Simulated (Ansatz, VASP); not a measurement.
# Ca3SbP: VASP beside Ansatz

The input INCAR:

```
SYSTEM = Ca3SbP
  PREC = Accurate
  ENCUT = 520
  EDIFF = 1E-7
  ISMEAR = 0
  SIGMA = 0.05
  LREAL = .False.
  LASPH = .True.
  NELM = 80
  ALGO = Normal
  ISIF = 2
  LWAVE = .False.
  LCHARG = .False.
  NBANDS = 28
```

Contents of KPOINTS:

```
Automatic mesh
0
Gamma
  6 6 6
  0 0 0
```

POSCAR

```
Ca3SbP
1.0
    5.1203274853      0.0000000000      0.0000000000
    0.0000000000      5.1203274853      0.0000000000
    0.0000000000      0.0000000000      5.1203274853
Ca Sb P
3 1 1
Direct
    0.0000000000      0.5000000000      0.5000000000
    0.5000000000      0.0000000000      0.5000000000
    0.5000000000      0.5000000000      0.0000000000
    0.0000000000      0.0000000000      0.0000000000
    0.5000000000      0.5000000000      0.5000000000
```

Input for Ansatz:

```yaml
crystal:
  lattice:
    - [5.1203274853, 0.0, 0.0]
    - [0.0, 5.1203274853, 0.0]
    - [0.0, 0.0, 5.1203274853]
  atoms:
    - { symbol: Ca, position: [0.0, 0.5, 0.5] }
    - { symbol: Ca, position: [0.5, 0.0, 0.5] }
    - { symbol: Ca, position: [0.5, 0.5, 0.0] }
    - { symbol: Sb, position: [0.0, 0.0, 0.0] }
    - { symbol: P, position: [0.5, 0.5, 0.5] }
basis:
  ecutwfc: 420
kpoints:
  mp_grid: { grid: [6, 6, 6] }
hamiltonian:
  xc: lda
scf:
  occupations: { method: gaussian, width: 0.05 }
output:
  forces: true
  stress: true
  eigenvalues: true
```

Change from the starting cell: mode 1 frozen in at +0.000 Å, equal normal strain along x, y and z -0.0250.

Alike in both runs: task single point; functional LDA; k mesh 6 × 6 × 6; occupations gaussian, width 0.05 eV; no spin polarisation.

```csv
,VASP,Ansatz
version,VASP 6.6.1,Ansatz 0.2.0
potentials or method,"VASP PAW LDA potentials, release 64 (Ca_sv, Sb, P), cutoff 520 eV","scalar-relativistic, plane waves, PAW"
valence electrons in the cell,40,50
```

```tsv
	VASP	Ansatz	Ansatz less VASP
gap on the k mesh at the Fermi level (eV)	0.35	0.36	+0.017
least direct gap on the mesh (eV)	0.35	0.36	+0.017
pressure (GPa)	4.2	3.9	-0.23
```

LDA's correlation is that of Perdew and Zunger in VASP and of Perdew and Wang (1992) in Ansatz. VASP's potentials hold 40 valence electrons a cell and Ansatz's 50, so a difference there can come from the potentials and not from the codes.

Neither program's run includes spin-orbit coupling.
